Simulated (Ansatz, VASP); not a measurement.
## Ti in VASP and in Ansatz

The input INCAR:

```
SYSTEM = Ti
ALGO = Normal
EDIFF = 1E-6
ENCUT = 520
GGA = PE
ISIF = 2
ISMEAR = 0
LASPH = .TRUE.
LCHARG = .FALSE.
LREAL = .FALSE.
LWAVE = .FALSE.
NBANDS = 12
NELM = 80
PREC = Accurate
SIGMA = 0.15
```

File KPOINTS:

```
k-points
0
G
  20 20 20
  0 0 0
```

The input POSCAR:

```
Ti
1.0
    0.0000000000      2.0214553034      1.8712611743
    2.0214553034      0.0000000000      1.8712611743
    2.0214553034      2.0214553034      0.0000000000
Ti
1
Direct
    0.0000000000      0.0000000000      0.0000000000
```

Input for Ansatz:

```yaml
crystal:
  lattice:
    - [0.0, 2.0214553034, 1.8712611743]
    - [2.0214553034, 0.0, 1.8712611743]
    - [2.0214553034, 2.0214553034, 0.0]
  atoms:
    - { symbol: Ti, position: [0.0, 0.0, 0.0] }
basis:
  ecutwfc: 520.0
kpoints:
  mp_grid: { grid: [20, 20, 20] }
hamiltonian:
  xc: pbe
  pseudopotentials: { kind: paw, azcp: { folder: soft_1 } }
scf:
  occupations: { method: gaussian, width: 0.15 }
output:
  forces: true
  stress: true
  eigenvalues: true
  write_density: true
  write_potential: true
  elf: true
  volumetric_format: npy
```

Alike in both runs: task single point; functional PBE; k mesh 20 × 20 × 20; occupations gaussian, width 0.15 eV; no spin polarisation.

```csv
,VASP,Ansatz
version,VASP 6.6.1,Ansatz 0.2.0
potentials or method,"VASP PAW PBE potentials, release 64 (Ti_sv), cutoff 520 eV","scalar-relativistic, plane waves, PAW"
valence electrons in the cell,12,12
```

|  | VASP | Ansatz | Ansatz less VASP |
| --- | --- | --- | --- |
| gap on the k mesh at the Fermi level (eV) | none | none | - |
| pressure (GPa) | 16.6 | 17.0 | +0.47 |
| traceless stress, the component that is largest in VASP (GPa) | 1.66 | 1.62 | -0.036 |

A gap of «none» marks a metal or a gap that the smearing closes.
